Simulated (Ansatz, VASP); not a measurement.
## One calculation of LiF, two programs

```
Li F
1.0
     2.96520    0.00000    0.00000
    -1.48260    2.56794    0.00000
     0.00000    0.00000    5.02098
Li F
2 2
Direct
  0.33333 0.66667 0.38398
  0.66667 0.33333 0.88398
  0.33333 0.66667 0.99102
  0.66667 0.33333 0.49102
```

Alike in both runs: task single point; functional LDA; k mesh 9 × 9 × 6; occupations gaussian, width 0.05 eV; no spin polarisation.

|  | VASP | Ansatz |
| --- | --- | --- |
| version | VASP 6.6.1 | Ansatz 0.2.0 |
| potentials or method | VASP PAW LDA potentials, release 64 (Li_sv, F), cutoff 520 eV | scalar-relativistic, plane waves, PAW |
| valence electrons in the cell | 20 | 20 |

Ansatz gave:

| Quantity | Value |
| --- | --- |
| gap on the k mesh at the Fermi level (eV) | 7.75 |
| least direct gap on the mesh (eV) | 7.75 |
| rms of the force components (eV/Å) | 0.167 |

**Question.** Which values does VASP return?

**Answer.** gap on the k mesh at the Fermi level (eV): 7.74; least direct gap on the mesh (eV): 7.74; rms of the force components (eV/Å): 0.169.

LDA's correlation is that of Perdew and Zunger in VASP and of Perdew and Wang (1992) in Ansatz. Atom by atom the forces differ by 0.002 eV/Å (rms over components).

Noted on VASP's run: the cutoff is short for stress, so the pressure is rough.
